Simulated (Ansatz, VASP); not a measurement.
# C in VASP and in Ansatz

File POSCAR:

```
C
1.0
    0.0000000000      1.7951807415      1.7951807415
    1.7951807415      0.0000000000      1.7951807415
    1.7951807415      1.7951807415      0.0000000000
C
2
Direct
    0.7500000000      0.7500000000      0.7500000000
    0.5000000000      0.5000000000      0.5000000000
```

INCAR.step1

```
PREC     = Accurate       # precision mode
ENCUT    = 520            # plane-wave cutoff, eV
EDIFF    = 1E-5           # SCF threshold, eV
ISMEAR   = -1             # smearing method
SIGMA    = 0.05           # smearing width, eV
LREAL    = F              # projectors in reciprocal space
LASPH    = T              # aspherical terms in the spheres
NELM     = 60             # most SCF steps
ALGO     = Normal         # electronic algorithm
ISIF     = 2              # what is computed and relaxed
LWAVE    = T              # write WAVECAR
LCHARG   = F              # write CHGCAR
NBANDS   = 11             # bands
GGA      = PE             # functional
```

File INCAR.step2:

```
PREC     = Accurate       # precision mode
ENCUT    = 520            # plane-wave cutoff, eV
EDIFF    = 1E-6           # SCF threshold, eV
ISMEAR   = -1             # smearing method
SIGMA    = 0.05           # smearing width, eV
LREAL    = F              # projectors in reciprocal space
LASPH    = T              # aspherical terms in the spheres
NELM     = 60             # most SCF steps
ALGO     = Normal         # electronic algorithm
ISIF     = 2              # what is computed and relaxed
LWAVE    = F              # write WAVECAR
LCHARG   = F              # write CHGCAR
GGA      = PE             # functional
LHFCALC  = T              # exact exchange
HFSCREEN = 0.2079         # screening, 1/A
PRECFOCK = Normal       
NBANDS   = 11             # bands
ISTART   = 1
```

Contents of KPOINTS:

```
Automatic mesh
0
Gamma
  8 8 8
```

Contents of input:

```
crystal:
  lattice:
    - [0.0, 1.7951807415, 1.7951807415]
    - [1.7951807415, 0.0, 1.7951807415]
    - [1.7951807415, 1.7951807415, 0.0]
  atoms:
    - { symbol: C, position: [0.75, 0.75, 0.75] }
    - { symbol: C, position: [0.5, 0.5, 0.5] }
hamiltonian:
  xc: hse06
  pseudopotentials: { kind: paw }
kpoints:
  mp_grid: { grid: [8, 8, 8] }
scf:
  occupations: { method: fermi_dirac, width: 0.05 }
output:
  forces: true
  stress: true
  eigenvalues: true
  write_density: true
  write_potential: true
  elf: true
  volumetric_format: npy
```

Alike in both runs: task single point; functional HSE06; k mesh 8 × 8 × 8; occupations fermi-dirac, width 0.05 eV; no spin polarisation.

|  | VASP | Ansatz |
| --- | --- | --- |
| version | VASP 6.6.1 | Ansatz 0.2.0 |
| potentials or method | VASP PAW PBE potentials, release 64 (C) | Ansatz PAW |
| plane-wave cutoff (eV) | 520 | 420 |
| valence electrons in the cell | 8 | 8 |

Ansatz gave:

| Quantity | Value |
| --- | --- |
| gap on the k mesh at the Fermi level (eV) | 5.24 |
| least direct gap on the mesh (eV) | 6.92 |
| pressure (GPa) | -16.6 |

Problem. Estimate VASP's values.

Solution. gap on the k mesh at the Fermi level (eV): 5.23; least direct gap on the mesh (eV): 6.91; pressure (GPa): -15.8.
